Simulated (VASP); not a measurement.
# KSc2 (P4_2/mnm) in VASP: a series of runs, part 2 of 2

VASP 6.6.1. The steps go on from the part before.

**3. Single point, PBE**

This run uses another cell than the first one, of 36.85 Å³/atom.

File INCAR:

```
SYSTEM = KSc2
PREC     = Accurate       ! precision mode
ENCUT    = 520            ! plane-wave cutoff, eV
EDIFF    = 1E-6           ! SCF threshold, eV
ISMEAR   = 0              ! smearing method
SIGMA    = 0.1            ! smearing width, eV
LREAL    = .FALSE.        ! projectors in reciprocal space
LASPH    = .TRUE.         ! aspherical terms in the spheres
NELM     = 60             ! most SCF steps
ALGO     = Fast           ! electronic algorithm
ISIF     = 2              ! what is computed and relaxed
LWAVE    = .FALSE.        ! write WAVECAR
LCHARG   = .TRUE.         ! write CHGCAR
GGA      = PE             ! functional
LELF     = .TRUE.         ! ELF
LVHAR    = .TRUE.       
NBANDS   = 40             ! bands
```

File KPOINTS:

```
Automatic mesh
0
G
  6 6 6
  0 0 0
```

File POSCAR:

```
KSc2
1.0
    6.0651929623      0.0000000000      0.0000000000
    0.0000000000      6.0651929623      0.0000000000
    0.0000000000      0.0000000000      6.0095706311
K Sc
2 4
Direct
    0.0000000000      0.0000000000      0.0000000000
    0.5000000000      0.5000000000      0.5000000000
    0.3349448904      0.3349448904      0.0000000000
    0.1650551096      0.8349448904      0.5000000000
    0.6650551096      0.6650551096      0.0000000000
    0.8349448904      0.1650551096      0.5000000000
```

Potentials or basis: VASP PAW PBE potentials, release 64 (K_sv, Sc_sv).

On the command line:

```console
$ cat potpaw_PBE.64/K_sv/POTCAR potpaw_PBE.64/Sc_sv/POTCAR > POTCAR
$ mpirun -np 1 vasp_std > vasp.out
```

OUTCAR:

```text
SYSTEM = KSc2
   PREC = Accurate
   ENCUT = 520
   EDIFF = 1E-6
   ISMEAR = 0
   LREAL = .FALSE.
   LASPH = .TRUE.
   NELM = 60
   ISIF = 2
   GGA = PE

 ion  position               nearest neighbor table
   1  0.000  0.000  0.000-   3 2.87   5 2.87   4 3.32   6 3.32   4 3.32   6 3.32
   2  0.500  0.500  0.500-   4 2.87   6 2.87   5 3.32   3 3.32   3 3.32   5 3.32
   3  0.335  0.335  0.000-   5 2.83   1 2.87   2 3.32   2 3.32
   4  0.165  0.835  0.500-   6 2.83   2 2.87   1 3.32   1 3.32
   5  0.665  0.665  0.000-   3 2.83   1 2.87   2 3.32   2 3.32
   6  0.835  0.165  0.500-   4 2.83   2 2.87   1 3.32   1 3.32

  LATTYP: Found a simple tetragonal cell.
 ALAT       =     6.0651929623
 C/A-ratio  =     0.9908292561

  Lattice vectors:

 A1 = (   6.0651929623,   0.0000000000,   0.0000000000)
 A2 = (   0.0000000000,   6.0651929623,   0.0000000000)
 A3 = (   0.0000000000,   0.0000000000,   6.0095706311)

Analysis of symmetry for initial positions (statically):
=====================================================================
 Subroutine PRICEL returns:
 Original cell was already a primitive cell.

 Routine SETGRP: Setting up the symmetry group for a
 simple tetragonal supercell.

 Subroutine GETGRP returns: Found 16 space group operations
 (whereof  8 operations were pure point group operations)
 out of a pool of 16 trial point group operations.

The static configuration has the point symmetry D_2h.
 The point group associated with its full space group is D_4h.

Analysis of symmetry for dynamics (positions and initial velocities):
=====================================================================
 Subroutine PRICEL returns:
 Original cell was already a primitive cell.

 Routine SETGRP: Setting up the symmetry group for a
 simple tetragonal supercell.

 Subroutine GETGRP returns: Found 16 space group operations
 (whereof  8 operations were pure point group operations)
 out of a pool of 16 trial point group operations.

The dynamic configuration has the point symmetry D_2h.
 The point group associated with its full space group is D_4h.

 Subroutine INISYM returns: Found 16 space group operations
 (whereof  8 operations are pure point group operations),
 and found     1 'primitive' translations

----------------------------------------------------------------------------------------

                                     Primitive cell

  volume of cell :     221.0715

  direct lattice vectors                    reciprocal lattice vectors
     6.065192962  0.000000000  0.000000000     0.164875216  0.000000000  0.000000000
     0.000000000  6.065192962  0.000000000     0.000000000  0.164875216  0.000000000
     0.000000000  0.000000000  6.009570631     0.000000000  0.000000000  0.166401239

  length of vectors
     6.065192962  6.065192962  6.009570631     0.164875216  0.164875216  0.166401239

  position of ions in fractional coordinates (direct lattice)
     0.000000000  0.000000000  0.000000000
     0.500000000  0.500000000  0.500000000
     0.334944890  0.334944890  0.000000000
     0.165055110  0.834944890  0.500000000
     0.665055110  0.665055110  0.000000000
     0.834944890  0.165055110  0.500000000

  ion indices of the primitive-cell ions
   primitive index   ion index
                 1           1
                 2           2
                 3           3
                 4           4
                 5           5
                 6           6

[... 33 lines left out ...]
  0.333333  0.166667  0.000000      8.000000
[... 16 lines left out ...]
  0.333333  0.000000  0.333333      8.000000
  0.500000  0.000000  0.333333      4.000000
 [... further k-points ...]
   k-points           NKPTS =     40   k-points in BZ     NKDIM =     40   number of bands    NBANDS=     40
   number of dos      NEDOS =    301   number of ions     NIONS =      6
   total plane-waves  NPLWV = 110592
   dimension x,y,z NGX =    48 NGY =   48 NGZ =   48
   dimension x,y,z NGXF=    96 NGYF=   96 NGZF=   96
   ions per type =               2   4
   NGX,Y,Z   is equivalent  to a cutoff of  13.16, 13.16, 13.28 a.u.
   NGXF,Y,Z  is equivalent  to a cutoff of  26.31, 26.31, 26.56 a.u.
 SYSTEM =  KSc2
   PREC   = accura    normal or accurate (medium, high low for compatibility)
   ISTART =      0    job   : 0-new  1-cont  2-samecut
   ICHARG =      2    charge: 1-file 2-atom 10-const
   ISPIN  =      1    spin polarized calculation?
   LNONCOLLINEAR =      F non collinear calculations
   LSORBIT =      F    spin-orbit coupling
   LASPH  =      T    aspherical Exc in radial PAW
   ENCUT  =  520.0 eV  38.22 Ry    6.18 a.u.  11.28 11.28 11.17*2*pi/ulx,y,z
   NELM   =     60;   NELMIN=  2; NELMDL= -5     # of ELM steps
   EDIFF  = 0.1E-05   stopping-criterion for ELM
   LREAL  =      F    real-space projection
   EDIFFG = 0.1E-04   stopping-criterion for IOM
   NSW    =      0    number of steps for IOM
   IBRION =     -1    ionic relax: 0-MD 1-quasi-New 2-CG
   NFREE  =      0    steps in history (QN), initial steepest desc. (CG)
   ISIF   =      2    stress and relaxation
   ISYM   =      2    0-nonsym 1-usesym 2-fastsym
   POTIM  = 0.5000    time-step for ionic-motion
   TEBEG  =    0.0;   TEEND  =   0.0 temperature during run
   PSTRESS=    0.0 pullay stress
   NELECT =      62.0000    total number of electrons
   NUPDOWN=      -1.0000    fix difference up-down
   EMIN   =  10.00;   EMAX   =-10.00  energy-range for DOS
   EFERMI =   0.00;   METHOD = LEGACY
   ISMEAR =     0;   SIGMA  =   0.10  broadening in eV -4-tet -1-fermi 0-gaus
   EFERMI_NEDOS =   21; number of points for ismear=-14 and -15
   IALGO  =     68    algorithm
   IMIX   =      4    mixing-type and parameters
     AMIX     =   0.40;   BMIX     =  1.00
     AMIX_MAG =   1.60;   BMIX_MAG =  1.00
  volume/ion in A,a.u.               =      36.85       248.64
  Fermi-wavevector in a.u.,A,eV,Ry     =   1.071588  2.025008 15.623581  1.148301
  Thomas-Fermi vector in A             =   2.207333
   LORBIT       =      0    0 simple, 1 ext, 2 COOP (PROOUT), +10 PAW based schemes
   GGA     = PE    functional components
   LHFCALC =     F    Hartree Fock is set to
   AEXX    =    0.0000 exact exchange contribution
   IVDW    =     0    specifies the selected vdW correction
   LEPSILON=     F    determine dielectric tensor
   LRPA    =     F    only Hartree local field effects (RPA)
 non-spin polarized calculation
 RMM-DIIS sequential band-by-band and
 Gauss-broadening in eV      SIGMA  =   0.10
  energy-cutoff  :      520.00
  volume of cell :      221.07
 maximum number of plane-waves:      5990
 NGX is ok and might be reduce to    48
   NGX = 23   NGY = 23   NGZ = 23

 number of electron      62.0000012 magnetization

 Free energy of the ion-electron system (eV)
  ---------------------------------------------------
  ext. energy  EPLUGINS =         0.00000000
  ---------------------------------------------------
  free energy    TOTEN  =       -18.00944131 eV

  energy without entropy =      -17.91577427  energy(sigma->0) =      -17.96260779

 E-fermi :   1.5087     XC(G=0):  -8.0319

 val. band max:        1.5084823300   @ k =   0.5000   0.0000   0.3333
 cond. band min:       1.5119452606   @ k =   0.3333   0.0000   0.1667
 fundamental gap:      0.0034629306
 Fermi energy:         1.5086549815

 k-point     1 :       0.0000    0.0000    0.0000
  band No.  band energies     occupation
      1     -48.8188      2.00000
      2     -48.8177      2.00000
      3     -48.7700      2.00000
      4     -48.7700      2.00000
      5     -29.6967      2.00000
      6     -29.6872      2.00000
[... 1021 lines left out ...]
     39       2.7086      0.00000
     40       2.7393      0.00000

 [... further k-points ...]

------------------------ aborting loop because EDIFF is reached ----------------------------------------

  FORCE on cell =-STRESS in cart. coord.  units (eV):
  Direction    XX          YY          ZZ          XY          YZ          ZX
  --------------------------------------------------------------------------------------
  -------------------------------------------------------------------------------------
  Total        0.0501216      0.0501216      0.0336517      0.0000000      0.0000000      0.0000000
  in kB        0.3632478      0.3632478      0.2438848      0.0000000      0.0000000      0.0000000
  external PRESSURE =       0.3234601 kB  Pullay stress =       0.0000000 kB

 VOLUME and BASIS-vectors are now :
 -----------------------------------------------------------------------------
  energy-cutoff  :      520.00
  volume of cell :      221.07
      direct lattice vectors                 reciprocal lattice vectors
     6.065192962  0.000000000  0.000000000     0.164875216  0.000000000  0.000000000
     0.000000000  6.065192962  0.000000000     0.000000000  0.164875216  0.000000000
     0.000000000  0.000000000  6.009570631     0.000000000  0.000000000  0.166401239

 POSITION                                       TOTAL-FORCE (eV/Angst)
 -----------------------------------------------------------------------------------
      0.00000      0.00000      0.00000        -0.000000     -0.000000      0.000000
      3.03260      3.03260      3.00479        -0.000000     -0.000000      0.000000
      2.03151      2.03151      0.00000        -0.006457     -0.006457     -0.000000
      1.00109      5.06410      3.00479         0.006457     -0.006457      0.000000
      4.03369      4.03369      0.00000         0.006457      0.006457      0.000000
      5.06410      1.00109      3.00479        -0.006457      0.006457      0.000000
 -----------------------------------------------------------------------------------
    total drift:                                0.000000     -0.000000      0.000000

  FREE ENERGIE OF THE ION-ELECTRON SYSTEM (eV)
  ---------------------------------------------------
  free  energy   TOTEN  =       -18.0094413089 eV

  energy  without entropy=      -17.9157742682  energy(sigma->0) =      -17.96260779
```

It took 10 min on 1 thread of AMD EPYC 9R45 (Zen 5), shared host; peak memory 0.47 GiB.

Results:

- Free energy: -18.0094 eV
- Pressure: 0.0 GPa
- Largest force: 0.009 eV/Å
- Band gap on the k mesh: zero (bands 31 and 32 overlap by 0.21 eV)

Forces in eV/Å, atoms in the order of the input:
```
K    0.000  0.000  0.000
K    0.000  0.000  0.000
Sc  -0.006 -0.006  0.000
Sc   0.006 -0.006  0.000
Sc   0.006  0.006  0.000
Sc  -0.006  0.006  0.000
```

**4. Single point, PBE**

This run uses another cell than the first one, of 36.85 Å³/atom.

File INCAR:

```
SYSTEM = KSc2
PREC = Accurate
ENCUT = 520
EDIFF = 1E-6
ISMEAR = 0
SIGMA = 0.1
LREAL = .False.
LASPH = .True.
NELM = 60
ALGO = Fast
ISIF = 2
LWAVE = .False.
LCHARG = .True.
GGA = PE
LELF = .True.
LVHAR = .True.
NBANDS = 40
```

File KPOINTS:

```
Automatic mesh
0
Gamma
  6 6 10
  0 0 0
```

POSCAR is that of step 3.

On the command line:

```console
$ cat potpaw_PBE.64/K_sv/POTCAR potpaw_PBE.64/Sc_sv/POTCAR > POTCAR
$ mpirun -np 1 vasp_std > vasp.out
```

Wall time 16 min (1 thread of AMD EPYC 9R45 (Zen 5), shared host); peak memory 0.57 GiB.

Results (log left out):

```yaml
Free_energy: -18.0111 eV
Pressure: 0.1 GPa
Largest_force: 0.006 eV/Å
Band_gap_on_the_k_mesh: zero (bands 31 and 32 overlap by 0.21 eV)
```

Forces on the atoms (eV/Å):
```
K    0.000  0.000  0.000
K    0.000  0.000  0.000
Sc  -0.004 -0.004  0.000
Sc   0.004 -0.004  0.000
Sc   0.004  0.004  0.000
Sc  -0.004  0.004  0.000
```

Levels at points of the mesh, in eV from the Fermi level:
```
           k point  band 28  band 29  band 30  band 31  band 32  band 33  band 34  band 35
(0.00, 0.00, 0.00)    -0.45    -0.27    -0.09    -0.02     0.16     0.42     0.42     0.51
(0.50, 0.00, 0.00)    -0.18    -0.15    -0.15    -0.05    -0.05     0.29     0.29     0.61
(0.50, 0.50, 0.00)    -1.23    -0.20    -0.20     0.08     0.08     0.12     0.12     0.37
(0.00, 0.00, 0.50)    -0.41    -0.22    -0.22    -0.01    -0.01     0.10     0.10     0.55
(0.50, 0.00, 0.50)    -1.23    -0.49    -0.49     0.05     0.05     0.26     0.26     0.69
(0.50, 0.50, 0.50)    -0.96    -0.59    -0.59    -0.13    -0.13     0.16     0.16     0.48
```

**5. The runs side by side**

```csv
cell,k mesh,further INCAR settings,gap on the mesh (eV),pressure (GPa),largest force (eV/Å)
"a = 6.286, b = 6.286, c = 4.049 Å, 6 atoms, atomic positions A",4 × 4 × 4,ALGO = Fast; EDIFF = 1e-07; NBANDS = 40,none,3.5,0.41
"a = 6.065, b = 6.065, c = 6.010 Å, 6 atoms, atomic positions B",6 × 6 × 6,ALGO = Fast; EDIFF = 1e-06; NBANDS = 40,none,0.0,0.01
"a = 6.065, b = 6.065, c = 6.010 Å, 6 atoms, atomic positions B",6 × 6 × 10,ALGO = Fast; EDIFF = 1e-06; NBANDS = 40,none,0.1,0.01
```

Alike in all rows: task single point; level PBE; potentials or basis VASP PAW PBE potentials, release 64 (K_sv, Sc_sv); no spin polarisation; cutoff (eV) 520; smearing gaussian 0.1 eV.

Caveats: some runs use coarse meshes.

Total energies depend on the potentials used, so only differences within one code and one set of settings carry meaning.

The gap in the log of VASP goes by the Fermi energy; the results here count the filled bands.